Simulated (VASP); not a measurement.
A run of VASP 6.6.1 is set up as follows.

INCAR

```
SYSTEM = Pt
  PREC = Accurate
  ENCUT = 520
  EDIFF = 1E-6
  ISMEAR = -1
  SIGMA = 0.05
  LREAL = .False.
  LASPH = .True.
  NELM = 60
  ALGO = Normal
  ISIF = 2
  LWAVE = .False.
  LCHARG = .True.
  GGA = RP
  LELF = .True.
  LVHAR = .True.
  ISYM = 0
  NBANDS = 11
```

The input KPOINTS:

```
Automatic mesh
0
Gamma
  6 6 6
  0.5 0.5 0.5
```

Contents of POSCAR:

```
Pt
1.0
    0.0000000000      1.9609000000      1.9609000000
    1.9609000000      0.0000000000      1.9609000000
    1.9609000000      1.9609000000      0.0000000000
Pt
1
Direct
    0.0000000000      0.0000000000      0.0000000000
```

Potentials or basis: VASP PAW PBE potentials, release 64 (Pt).

Run with:

```console
$ cat potpaw_PBE.64/Pt/POTCAR > POTCAR
$ mpirun -np 1 vasp_std > vasp.out
```

Q: Estimate the pressure.

A: 13.6 GPa.

Q: Estimate the band gap on the k mesh.

A: Zero (band 5 reaches 11.72 eV, above the bottom of band 6 at 9.66 eV).

Caveat: the k points lie up to 0.46 Å⁻¹ apart; the PAW data sets were made with another functional, which shifts forces and pressure a little; spin-orbit coupling is left out, which moves the levels of the heavy elements.
